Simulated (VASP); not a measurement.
# Cd (Fm-3m) in VASP: a series of runs

Cd is run at these levels: LDA; tasks: single point, relaxation of cell and atoms.

All numbers are computed with VASP 6.6.1; they aren't measurements. Logs are shortened: lines on timing, memory, paths and dates and some standing lists are left out, and cuts for length are marked.

## (1) The cell of the first run

Symmetry: Fm-3m, No. 225, cubic system. The conventional cell has a = 4.059 Å, b = 4.059 Å, c = 4.059 Å, α = 90.00°, β = 90.00°, γ = 90.00°. Within 3.8 Å of Cd (site symmetry m-3m) lie 12 Cd at 2.87 Å.

This isn't the form of Cd at room conditions, which is hcp.

## (2) Single point, LDA

File INCAR:

```
PREC = Accurate ; ENCUT = 500
EDIFF = 1E-6 ; ISMEAR = 0
SIGMA = 0.05 ; LREAL = F
LASPH = T ; NELM = 120
ALGO = Normal ; ISIF = 2
LWAVE = F ; LCHARG = T
GGA = CA ; LELF = T
LVHAR = T ; NBANDS = 12
GGA_COMPAT = F
```

File KPOINTS:

```
Automatic mesh
0
Gamma
  18 18 18
```

File POSCAR:

```
Cd
1.0
    0.0000000000      2.0297004243      2.0297004243
    2.0297004243      0.0000000000      2.0297004243
    2.0297004243      2.0297004243      0.0000000000
Cd
1
Direct
    0.0000000000      0.0000000000      0.0000000000
```

Potentials or basis: VASP PAW LDA potentials, release 64 (Cd).

The run is started by

```console
cat potpaw_LDA.64/Cd/POTCAR > POTCAR
mpirun -np 1 vasp_std > vasp.out
```

OUTCAR:

```text
PREC = Accurate
   ENCUT = 500
   EDIFF = 1E-6
   ISMEAR = 0
   LREAL = F
   LASPH = T
   NELM = 120
   ISIF = 2
   GGA = CA

 ion  position               nearest neighbor table
   1  0.000  0.000  0.000-

  LATTYP: Found a face centered cubic cell.
 ALAT       =     4.0594008486

  Lattice vectors:

 A1 = (   0.0000000000,   2.0297004243,   2.0297004243)
 A2 = (   2.0297004243,   0.0000000000,   2.0297004243)
 A3 = (   2.0297004243,   2.0297004243,   0.0000000000)

Analysis of symmetry for initial positions (statically):
=====================================================================
 Subroutine PRICEL returns:
 Original cell was already a primitive cell.

 Routine SETGRP: Setting up the symmetry group for a
 face centered cubic supercell.

 Subroutine GETGRP returns: Found 48 space group operations
 (whereof 48 operations were pure point group operations)
 out of a pool of 48 trial point group operations.

The static configuration has the point symmetry O_h .

Analysis of symmetry for dynamics (positions and initial velocities):
=====================================================================
 Subroutine PRICEL returns:
 Original cell was already a primitive cell.

 Routine SETGRP: Setting up the symmetry group for a
 face centered cubic supercell.

 Subroutine GETGRP returns: Found 48 space group operations
 (whereof 48 operations were pure point group operations)
 out of a pool of 48 trial point group operations.

The dynamic configuration has the point symmetry O_h .

 Subroutine INISYM returns: Found 48 space group operations
 (whereof 48 operations are pure point group operations),
 and found     1 'primitive' translations

----------------------------------------------------------------------------------------

                                     Primitive cell

  volume of cell :      16.7234

  direct lattice vectors                    reciprocal lattice vectors
     0.000000000  2.029700424  2.029700424    -0.246341772  0.246341772  0.246341772
     2.029700424  0.000000000  2.029700424     0.246341772 -0.246341772  0.246341772
     2.029700424  2.029700424  0.000000000     0.246341772  0.246341772 -0.246341772

  length of vectors
     2.870429868  2.870429868  2.870429868     0.426676466  0.426676466  0.426676466

  position of ions in fractional coordinates (direct lattice)
     0.000000000  0.000000000  0.000000000

  ion indices of the primitive-cell ions
   primitive index   ion index
                 1           1

----------------------------------------------------------------------------------------
[... 76 lines left out ...]
   ISIF   =      2    stress and relaxation
   ISYM   =      2    0-nonsym 1-usesym 2-fastsym
   POTIM  = 0.5000    time-step for ionic-motion
   TEBEG  =    0.0;   TEEND  =   0.0 temperature during run
   PSTRESS=    0.0 pullay stress
   NELECT =      12.0000    total number of electrons
   NUPDOWN=      -1.0000    fix difference up-down
   EMIN   =  10.00;   EMAX   =-10.00  energy-range for DOS
   EFERMI =   0.00;   METHOD = LEGACY
   ISMEAR =     0;   SIGMA  =   0.05  broadening in eV -4-tet -1-fermi 0-gaus
   EFERMI_NEDOS =   21; number of points for ismear=-14 and -15
   IALGO  =     38    algorithm
   IMIX   =      4    mixing-type and parameters
     AMIX     =   0.40;   BMIX     =  1.00
     AMIX_MAG =   1.60;   BMIX_MAG =  1.00
  volume/ion in A,a.u.               =      16.72       112.86
  Fermi-wavevector in a.u.,A,eV,Ry     =   1.465638  2.769654 29.226593  2.148094
  Thomas-Fermi vector in A             =   2.581471
   LORBIT       =      0    0 simple, 1 ext, 2 COOP (PROOUT), +10 PAW based schemes
   GGA     = CA    functional components
   LHFCALC =     F    Hartree Fock is set to
   AEXX    =    0.0000 exact exchange contribution
   IVDW    =     0    specifies the selected vdW correction
   LEPSILON=     F    determine dielectric tensor
   LRPA    =     F    only Hartree local field effects (RPA)
 non-spin polarized calculation
 Gauss-broadening in eV      SIGMA  =   0.05
  energy-cutoff  :      500.00
  volume of cell :       16.72
 maximum number of plane-waves:       444
 NGX is ok and might be reduce to    24
   NGX = 11   NGY = 11   NGZ = 11

 number of electron      11.9999999 magnetization

 Free energy of the ion-electron system (eV)
  ---------------------------------------------------
  ext. energy  EPLUGINS =         0.00000000
  ---------------------------------------------------
  free energy    TOTEN  =        -1.31730641 eV

  energy without entropy =       -1.31672747  energy(sigma->0) =       -1.31701694

 E-fermi :   4.9735     XC(G=0): -12.8052

 val. band max:        4.8595115195   @ k =  -0.3333   0.3333   0.1667
 cond. band min:       4.9747346721   @ k =  -0.3889   0.1667   0.0556
 fundamental gap:      0.1152231526
 Fermi energy:         4.9734845196

 k-point     1 :       0.0000    0.0000    0.0000
  band No.  band energies     occupation
      1      -6.1852      2.00000
      2      -5.1466      2.00000
      3      -5.1466      2.00000
      4      -5.1466      2.00000
      5      -4.3381      2.00000
      6      -4.3381      2.00000
      7      19.6987      0.00000
      8      22.3845      0.00000
      9      22.3845      0.00000
     10      22.3845      0.00000
     11      26.6524      0.00000
     12      26.6524      0.00000
[... 331 lines left out ...]
 k-point    24 :      -0.2222    0.0556    0.0000
  band No.  band energies     occupation
      1      -5.7034      2.00000
      2      -4.9948      2.00000
      3      -4.9440      2.00000
      4      -4.3706      2.00000
      5      -4.3529      2.00000
      6      -3.6670      2.00000
      7      12.9415      0.00000
      8      18.6606      0.00000
      9      21.0822      0.00000
     10      22.7935      0.00000
     11      24.6802      0.00000
     12      25.1393      0.00000

 [... further k-points ...]
[... 5 lines left out ...]
  --------------------------------------------------------------------------------------
  -------------------------------------------------------------------------------------
  Total        2.2480699      2.2480699      2.2480699     -0.0000000     -0.0000000      0.0000000
  in kB      215.3746410    215.3746410    215.3746410     -0.0000000     -0.0000000      0.0000000
  external PRESSURE =     215.3746410 kB  Pullay stress =       0.0000000 kB

 VOLUME and BASIS-vectors are now :
 -----------------------------------------------------------------------------
  energy-cutoff  :      500.00
  volume of cell :       16.72
      direct lattice vectors                 reciprocal lattice vectors
     0.000000000  2.029700424  2.029700424    -0.246341772  0.246341772  0.246341772
     2.029700424  0.000000000  2.029700424     0.246341772 -0.246341772  0.246341772
     2.029700424  2.029700424  0.000000000     0.246341772  0.246341772 -0.246341772

 POSITION                                       TOTAL-FORCE (eV/Angst)
 -----------------------------------------------------------------------------------
      0.00000      0.00000      0.00000         0.000000      0.000000      0.000000
 -----------------------------------------------------------------------------------
    total drift:                               -0.000000      0.000000      0.000000

  FREE ENERGIE OF THE ION-ELECTRON SYSTEM (eV)
  ---------------------------------------------------
  free  energy   TOTEN  =        -1.3173064103 eV

  energy  without entropy=       -1.3167274720  energy(sigma->0) =       -1.31701694
```

OSZICAR:

```text
N       E                     dE             d eps       ncg     rms          rms(c)
DAV:   1     0.693154611751E+02    0.69315E+02   -0.70918E+03  5108   0.102E+03
DAV:   2    -0.306025319832E+00   -0.69621E+02   -0.66538E+02  5108   0.245E+02
DAV:   3    -0.142920630402E+01   -0.11232E+01   -0.11225E+01  5456   0.346E+01
DAV:   4    -0.143064024657E+01   -0.14339E-02   -0.14339E-02  5296   0.122E+00
DAV:   5    -0.143064337590E+01   -0.31293E-05   -0.31294E-05  5568   0.563E-02    0.666E+00
DAV:   6    -0.133212924383E+01    0.98514E-01   -0.22153E-01  5428   0.652E+00    0.458E+00
DAV:   7    -0.131909380839E+01    0.13035E-01   -0.21423E-02  5828   0.165E+00    0.183E+00
DAV:   8    -0.131729934839E+01    0.17945E-02   -0.21156E-03  4976   0.701E-01    0.624E-02
DAV:   9    -0.131730451088E+01   -0.51625E-05   -0.25406E-06  5608   0.151E-02    0.194E-02
DAV:  10    -0.131730641433E+01   -0.19035E-05   -0.13621E-06  5004   0.134E-02    0.105E-03
DAV:  11    -0.131730641035E+01    0.39840E-08   -0.13661E-08  2756   0.130E-03
   1 F= -.13173064E+01 E0= -.13170169E+01  d E =-.578938E-03
```

It took 11 s on 1 thread of Intel Xeon 6975P-C (Granite Rapids), shared host; peak memory 0.15 GiB.

Results:

* Free energy: -1.3173 eV
* Pressure: 21.5 GPa
* Band gap on the k mesh: zero (bands 6 and 7 overlap by 2.51 eV)

Caveat: the cell stands under pressure.

## (3) Single point, LDA

This run uses another cell than the first one, of 17.93 Å³/atom.

File INCAR:

```
PREC = Accurate
ENCUT = 500
EDIFF = 1E-6
ISMEAR = 0
SIGMA = 0.05
LREAL = F
LASPH = T
NELM = 120
ALGO = Normal
ISIF = 2
LWAVE = F
LCHARG = F
GGA = CA
NBANDS = 12
GGA_COMPAT = F
```

File KPOINTS:

```
regular mesh
0
Gamma
  18 18 18
```

File POSCAR:

```
Cd
1.0
    0.0000000000      2.0774651495      2.0774651495
    2.0774651495      0.0000000000      2.0774651495
    2.0774651495      2.0774651495      0.0000000000
Cd
1
Direct
    0.0000000000      0.0000000000      0.0000000000
```

Potentials or basis: VASP PAW LDA potentials, release 64 (Cd).

The run is started by

```console
cat potpaw_LDA.64/Cd/POTCAR > POTCAR
mpirun -np 1 vasp_std > vasp.out
```

OUTCAR:

```text
PREC = Accurate
   ENCUT = 500
   EDIFF = 1E-6
   ISMEAR = 0
   LREAL = F
   LASPH = T
   NELM = 120
   ISIF = 2
   GGA = CA

 ion  position               nearest neighbor table
   1  0.000  0.000  0.000-

  LATTYP: Found a face centered cubic cell.
 ALAT       =     4.1549302990

  Lattice vectors:

 A1 = (   0.0000000000,   2.0774651495,   2.0774651495)
 A2 = (   2.0774651495,   0.0000000000,   2.0774651495)
 A3 = (   2.0774651495,   2.0774651495,   0.0000000000)

Analysis of symmetry for initial positions (statically):
[... 529 lines left out ...]
      4      -4.8291      2.00000
      5      -4.7822      2.00000
      6      -3.9774      2.00000
      7      11.8673      0.00000
      8      17.4531      0.00000
      9      19.9335      0.00000
     10      21.2053      0.00000
     11      23.3408      0.00000
     12      23.7149      0.00000

 [... further k-points ...]
[... 5 lines left out ...]
  --------------------------------------------------------------------------------------
  -------------------------------------------------------------------------------------
  Total        1.2364329      1.2364329      1.2364329     -0.0000000     -0.0000000      0.0000000
  in kB      110.4714067    110.4714067    110.4714067     -0.0000000     -0.0000000      0.0000000
  external PRESSURE =     110.4714067 kB  Pullay stress =       0.0000000 kB

 VOLUME and BASIS-vectors are now :
 -----------------------------------------------------------------------------
  energy-cutoff  :      500.00
  volume of cell :       17.93
      direct lattice vectors                 reciprocal lattice vectors
     0.000000000  2.077465150  2.077465150    -0.240677924  0.240677924  0.240677924
     2.077465150  0.000000000  2.077465150     0.240677924 -0.240677924  0.240677924
     2.077465150  2.077465150  0.000000000     0.240677924  0.240677924 -0.240677924

 POSITION                                       TOTAL-FORCE (eV/Angst)
 -----------------------------------------------------------------------------------
      0.00000      0.00000      0.00000         0.000000      0.000000      0.000000
 -----------------------------------------------------------------------------------
    total drift:                               -0.000000      0.000000      0.000000

  FREE ENERGIE OF THE ION-ELECTRON SYSTEM (eV)
  ---------------------------------------------------
  free  energy   TOTEN  =        -1.4372709472 eV

  energy  without entropy=       -1.4365817060  energy(sigma->0) =       -1.43692633
```

stdout:

```text
POSCAR found type information on POSCAR Cd
 POSCAR found :  1 types and       1 ions
 scaLAPACK will be used
 LDA part: xc-table for (Slater(with rela. corr.)+CA(PZ))
 , standard interpolation
 POSCAR, INCAR and KPOINTS ok, starting setup
 FFT: planning ... GRIDC
 FFT: planning ... GRID_SOFT
 FFT: planning ... GRID
 WAVECAR not read
 entering main loop
```

Run time: 10 s. Hardware: 1 thread of Intel Xeon 6975P-C (Granite Rapids), shared host; peak memory 0.15 GiB.

What came out:

```yaml
Free_energy: -1.4373 eV
Pressure: 11.0 GPa
Band_gap_on_the_k_mesh: zero (bands 6 and 7 overlap by 2.55 eV)
```

Levels at points of the mesh, in eV from the Fermi level:
```csv
k point,band 4,band 5,band 6,band 7,band 8,band 9
"(0.00, 0.00, 0.00)",-9.71,-9.01,-9.01,14.64,16.84,16.84
"(0.50, 0.00, 0.00)",-8.45,-8.45,-3.16,-0.95,13.70,14.32
"(0.50, 0.50, 0.00)",-8.30,-8.30,-1.36,2.20,7.44,7.44
```

Caveat: the cell stands under pressure.

## (4) Single point, LDA

This run uses another cell than the first one, of 18.78 Å³/atom.

File INCAR:

```
PREC = Accurate
ENCUT = 500
EDIFF = 1E-6
ISMEAR = 0
SIGMA = 0.05
LREAL = False
LASPH = True
NELM = 120
ALGO = Normal
ISIF = 2
LWAVE = False
LCHARG = True
LELF = True
LVHAR = True
NBANDS = 12
GGA_COMPAT = False
```

KPOINTS is that of step 3.

File POSCAR:

```
Cd
1.0
    0.0000000000      2.1097028912      2.1097028912
    2.1097028912      0.0000000000      2.1097028912
    2.1097028912      2.1097028912      0.0000000000
Cd
1
Direct
    0.0000000000      0.0000000000      0.0000000000
```

The run is started by

```console
cat potpaw_LDA.64/Cd/POTCAR > POTCAR
mpirun -np 1 vasp_std > vasp.out
```

Wall time 12 s (1 thread of Intel Xeon 6975P-C (Granite Rapids), shared host); peak memory 0.16 GiB.

The run converged. Its results:

```
Free energy            : -1.4815 eV
Pressure               : 5.9 GPa
Band gap on the k mesh : zero (bands 6 and 7 overlap by 2.64 eV)
```

Levels at points of the mesh, in eV from the Fermi level:
```tsv
k point	band 4	band 5	band 6	band 7	band 8	band 9
(0.00, 0.00, 0.00)	-9.51	-8.87	-8.87	14.53	16.41	16.41
(0.50, 0.00, 0.00)	-8.36	-8.36	-2.92	-1.03	13.60	13.88
(0.50, 0.50, 0.00)	-8.23	-8.23	-1.19	2.01	7.30	7.30
```

Caveat: the cell stands under pressure.

## (5) Single point, LDA

This run uses another cell than the first one, of 19.93 Å³/atom.

INCAR is that of step 4.

File KPOINTS:

```
Automatic mesh
0
Gamma
  18 18 18
```

File POSCAR:

```
Cd
1.0
    0.0000000000      2.1520719218      2.1520719218
    2.1520719218      0.0000000000      2.1520719218
    2.1520719218      2.1520719218      0.0000000000
Cd
1
Direct
    0.0000000000      0.0000000000      0.0000000000
```

Potentials or basis: VASP PAW LDA potentials, release 64 (Cd).

The run is started by

```console
cat potpaw_LDA.64/Cd/POTCAR > POTCAR
mpirun -np 1 vasp_std > vasp.out
```

OUTCAR:

```text
PREC = Accurate
   ENCUT = 500
   EDIFF = 1E-6
   ISMEAR = 0
   LREAL = False
   LASPH = True
   NELM = 120
   ISIF = 2

 ion  position               nearest neighbor table
   1  0.000  0.000  0.000-

  LATTYP: Found a face centered cubic cell.
 ALAT       =     4.3041438436

  Lattice vectors:

 A1 = (   0.0000000000,   2.1520719218,   2.1520719218)
 A2 = (   2.1520719218,   0.0000000000,   2.1520719218)
 A3 = (   2.1520719218,   2.1520719218,   0.0000000000)

Analysis of symmetry for initial positions (statically):
[... 531 lines left out ...]
      6      -4.3090      2.00000
      7      10.3735      0.00000
      8      15.6908      0.00000
      9      18.3457      0.00000
     10      18.9493      0.00000
     11      21.4196      0.00000
     12      21.7026      0.00000

 [... further k-points ...]
[... 5 lines left out ...]
  --------------------------------------------------------------------------------------
  -------------------------------------------------------------------------------------
  Total        0.0802776      0.0802776      0.0802776     -0.0000000     -0.0000000      0.0000000
  in kB        6.4521555      6.4521555      6.4521555     -0.0000000     -0.0000000      0.0000000
  external PRESSURE =       6.4521555 kB  Pullay stress =       0.0000000 kB

 VOLUME and BASIS-vectors are now :
 -----------------------------------------------------------------------------
  energy-cutoff  :      500.00
  volume of cell :       19.93
      direct lattice vectors                 reciprocal lattice vectors
     0.000000000  2.152071922  2.152071922    -0.232334243  0.232334243  0.232334243
     2.152071922  0.000000000  2.152071922     0.232334243 -0.232334243  0.232334243
     2.152071922  2.152071922  0.000000000     0.232334243  0.232334243 -0.232334243

 POSITION                                       TOTAL-FORCE (eV/Angst)
 -----------------------------------------------------------------------------------
      0.00000      0.00000      0.00000         0.000000      0.000000      0.000000
 -----------------------------------------------------------------------------------
    total drift:                               -0.000000      0.000000     -0.000000

  FREE ENERGIE OF THE ION-ELECTRON SYSTEM (eV)
  ---------------------------------------------------
  free  energy   TOTEN  =        -1.5038743670 eV

  energy  without entropy=       -1.5038134290  energy(sigma->0) =       -1.50384390
```

OSZICAR:

```text
N       E                     dE             d eps       ncg     rms          rms(c)
DAV:   1     0.692025082481E+02    0.69203E+02   -0.68806E+03  5096   0.978E+02
DAV:   2    -0.350826570244E+00   -0.69553E+02   -0.65479E+02  5044   0.237E+02
DAV:   3    -0.158438653114E+01   -0.12336E+01   -0.12330E+01  5560   0.355E+01
DAV:   4    -0.158599841266E+01   -0.16119E-02   -0.16118E-02  5224   0.128E+00
DAV:   5    -0.158600220514E+01   -0.37925E-05   -0.37927E-05  5620   0.622E-02    0.398E+00
DAV:   6    -0.151313249237E+01    0.72870E-01   -0.17520E-01  5464   0.552E+00    0.304E+00
DAV:   7    -0.150526089491E+01    0.78716E-02   -0.13066E-02  5568   0.116E+00    0.145E+00
DAV:   8    -0.150386720569E+01    0.13937E-02   -0.15788E-03  4980   0.564E-01    0.538E-02
DAV:   9    -0.150387307738E+01   -0.58717E-05   -0.33099E-06  5732   0.147E-02    0.146E-02
DAV:  10    -0.150387437059E+01   -0.12932E-05   -0.13396E-06  3000   0.149E-02    0.826E-04
DAV:  11    -0.150387436703E+01    0.35695E-08   -0.19954E-08  2672   0.158E-03
   1 F= -.15038744E+01 E0= -.15038439E+01  d E =-.609380E-04
```

stdout:

```text
POSCAR found type information on POSCAR Cd
 POSCAR found :  1 types and       1 ions
 scaLAPACK will be used
 LDA part: xc-table for (Slater(with rela. corr.)+CA(PZ))
 , standard interpolation
 POSCAR, INCAR and KPOINTS ok, starting setup
 FFT: planning ... GRIDC
 FFT: planning ... GRID_SOFT
 FFT: planning ... GRID
 WAVECAR not read
 entering main loop
```

Run time: 11 s. Hardware: 1 thread of Intel Xeon 6975P-C (Granite Rapids), shared host; peak memory 0.16 GiB.

Results:

```yaml
Free_energy: -1.5039 eV
Pressure: 0.6 GPa
Band_gap_on_the_k_mesh: zero (bands 6 and 7 overlap by 2.75 eV)
```

[end of part 1 of 2]
